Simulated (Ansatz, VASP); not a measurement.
Given: the input of a run of VASP 6.6.1 on CoO.

Contents of INCAR:

```
SYSTEM = CoO
  PREC = Accurate
  ENCUT = 520
  EDIFF = 1E-7
  ISMEAR = 0
  SIGMA = 0.027000000000000003
  LREAL = .FALSE.
  LASPH = .TRUE.
  NELM = 150
  ALGO = Normal
  ISIF = 2
  LWAVE = .FALSE.
  LCHARG = .TRUE.
  ISPIN = 2
  MAGMOM = 2 0
  LORBIT = 11
  LMAXMIX = 4
  GGA = PE
  LELF = .TRUE.
  LVHAR = .TRUE.
  NBANDS = 18
```

File KPOINTS:

```
regular mesh
0
G
  11 11 11
  0 0 0
```

POSCAR

```
CoO
1.0
    0.0000000000      2.1315000000      2.1315000000
    2.1315000000      0.0000000000      2.1315000000
    2.1315000000      2.1315000000      0.0000000000
Co O
1 1
Direct
    0.0000000000      0.0000000000      0.0000000000
    0.5000000000      0.5000000000      0.5000000000
```

Potentials or basis: VASP PAW PBE potentials, release 64 (Co, O).

Run with:

```sh
$ cat potpaw_PBE.64/Co/POTCAR potpaw_PBE.64/O/POTCAR > POTCAR
$ mpirun -np 1 vasp_std > vasp.out
```

Q: Set up the same calculation for Ansatz 0.2.0. Potentials there: Ansatz PAW.

A: As run (the cutoff follows the program's own potentials):

The input input.yaml:

```yaml
crystal:
  lattice:
    - [0.0, 2.1315, 2.1315]
    - [2.1315, 0.0, 2.1315]
    - [2.1315, 2.1315, 0.0]
  atoms:
    - { symbol: Co, position: [0.0, 0.0, 0.0], spin: 2.0 }
    - { symbol: O, position: [0.5, 0.5, 0.5] }
hamiltonian:
  xc: pbe
  pseudopotentials: { kind: paw }
magnetization:
  spin_polarized: true
kpoints:
  mp_grid: { grid: [11, 11, 11] }
scf:
  occupations: { method: gaussian, width: 0.027 }
output:
  forces: true
  stress: true
  eigenvalues: true
```

Potentials or basis: Ansatz PAW.

Command:

```bash
$ ansatz run input.yaml --threads 2 --pin off --max-ram 5632MiB --backend cpu --events-out ev --progress --plain --runs-dir out
```

Both were run:

|  | VASP | Ansatz | Ansatz less VASP |
| --- | --- | --- | --- |
| gap on the k mesh at the Fermi level (eV) | none | none | - |
| pressure (GPa) | -2.4 | -1.6 | +0.81 |
| net moment per atom (μB) | 1.46 | 1.49 | +0.028 |
| size of the moment on the site where the two differ most (μB) | 2.57 | 2.53 | -0.043 |

Site moments also hang on the region over which each program counts them. A gap of «none» marks a metal or a gap that the smearing closes. VASP's potentials hold 15 valence electrons a cell and Ansatz's 23, so a difference there can come from the potentials and not from the codes.
